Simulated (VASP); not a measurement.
Here is a VASP 6.6.1 calculation.

Contents of INCAR:

```
SYSTEM = Na
ALGO     = Fast           ! electronic algorithm
EDIFF    = 1E-6           ! SCF threshold, eV
EDIFFG   = -0.008         ! ionic threshold
ENCUT    = 600            ! plane-wave cutoff, eV
GGA      = PS             ! functional
IBRION   = 2              ! ionic algorithm
ISIF     = 3              ! what is computed and relaxed
ISMEAR   = 0              ! smearing method
LASPH    = .TRUE.         ! aspherical terms in the spheres
LCHARG   = .FALSE.        ! write CHGCAR
LREAL    = .FALSE.        ! projectors in reciprocal space
LWAVE    = .FALSE.        ! write WAVECAR
NELM     = 80             ! most SCF steps
NSW      = 70             ! ionic steps
PREC     = Accurate       ! precision mode
PSTRESS  = 50.0         
SIGMA    = 0.1            ! smearing width, eV
```

Contents of KPOINTS:

```
k-points
0
G
  18 18 18
  0 0 0
```

File POSCAR:

```
Na
1.0
   -1.7089787003      1.7089787003      2.4005498037
    1.7089787003     -1.7089787003      2.4005498037
    1.7089787003      1.7089787003     -2.4005498037
Na
1
Direct
    0.0000000000      0.0000000000      0.0000000000
```

Potentials or basis: VASP PAW PBE potentials, release 64 (Na_pv).

Launch:

```console
$ cat potpaw_PBE.64/Na_pv/POTCAR > POTCAR
$ mpirun -np 1 vasp_std > vasp.out
```

Problem. Estimate the band gap on the k mesh.

Solution. Zero (an odd number of electrons rules out a gap without spin polarisation).

Problem. What does it give for the space group after relaxing (to 0.1 Å)?

Solution. Fm-3m (No. 225).

Problem. What does it give for the relaxed cell?

Solution. a = 3.315 Å, b = 3.315 Å, c = 3.315 Å, α = 119.77°, β = 119.77°, γ = 90.41°.

Final structure:
```yaml
crystal:
  lattice:
    - [-1.66313, 1.66313, 2.33542]
    - [1.66313, -1.66313, 2.33542]
    - [1.66313, 1.66313, -2.33542]
  atoms:
    - { symbol: Na, position: [0.00000, 0.00000, 0.00000] }
```

Caveat: the cell is relaxed towards a set pressure, so the run minimises the enthalpy, not the energy.
